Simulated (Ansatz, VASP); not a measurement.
**NiO in VASP and in Ansatz**

The input INCAR:

```
ALGO = Normal ; EDIFF = 1E-6
ENCUT = 1340 ; GGA = CA
GGA_COMPAT = F ; ISIF = 2
ISMEAR = 0 ; LASPH = T
LCHARG = F ; LDAU = T
LDAUJ = 0 0 ; LDAUL = 2 -1
LDAUPRINT = 1 ; LDAUTYPE = 2
LDAUU = 4 0 ; LMAXMIX = 4
LREAL = F ; LWAVE = F
NBANDS = 32 ; NELM = 200
PREC = Accurate ; SIGMA = 0.05
```

The input KPOINTS:

```
k-points
0
Gamma
  8 8 8
```

POSCAR

```
NiO
1.0
    0.0000000000      2.0913095100      2.0913095100
    2.0913095100      0.0000000000      2.0913095100
    4.1826190200      4.1826190200      0.0000000000
Ni O
2 2
Direct
    0.0000000000      0.0000000000      0.0000000000
    0.0000000000      0.0000000000      0.5000000000
    0.5000000000      0.5000000000      0.2500000000
    0.5000000000      0.5000000000      0.7500000000
```

Input for Ansatz:

```yaml
crystal:
  lattice:
    - [0.0, 2.09130951, 2.09130951]
    - [2.09130951, 0.0, 2.09130951]
    - [4.18261902, 4.18261902, 0.0]
  atoms:
    - { symbol: Ni, position: [0.0, 0.0, 0.0] }
    - { symbol: O, position: [0.5, 0.5, 0.25] }
    - { symbol: Ni, position: [0.0, 0.0, 0.5] }
    - { symbol: O, position: [0.5, 0.5, 0.75] }
basis:
  ecutwfc: 420
  ecutrho_ratio: 4
kpoints:
  mp_grid: { grid: [8, 8, 8] }
hamiltonian:
  xc: lda
  hubbard:
    sites: [{ site: 0, l: d, u_eff: 4.0 }, { site: 2, l: d, u_eff: 4.0 }]
scf:
  occupations: { method: gaussian, width: 0.05 }
  lower_state_search: "off"
  max_iter: 150
output:
  forces: true
  stress: true
  eigenvalues: true
  populations: true
  hubbard: { sites: [{ site: 0, l: d }, { site: 2, l: d }] }
```

Alike in both runs: task single point; functional LDA; k mesh 8 × 8 × 8; occupations gaussian, width 0.05 eV; no spin polarisation; Hubbard terms Ni d U = 4.0 eV.

|  | VASP | Ansatz |
| --- | --- | --- |
| version | VASP 6.6.1 | Ansatz 0.2.0 |
| potentials or method | VASP PAW LDA potentials, release 64 (Ni_sv_GW, O_h), cutoff 1340 eV | scalar-relativistic, plane waves, PAW |
| valence electrons in the cell | 48 | 48 |

VASP gave:

- gap on the k mesh at the Fermi level (eV): none
- pressure (GPa): -21.4

**Question.** Which values does Ansatz return?

**Answer.** gap on the k mesh at the Fermi level (eV): none; pressure (GPa): -20.5.

LDA's correlation is that of Perdew and Zunger in VASP and of Perdew and Wang (1992) in Ansatz. The programs project onto different local orbitals, so the same U acts differently, and such runs can settle in different states. A gap of «none» marks a metal or a gap that the smearing closes. Ansatz's warnings: filled band counts differ across k points.
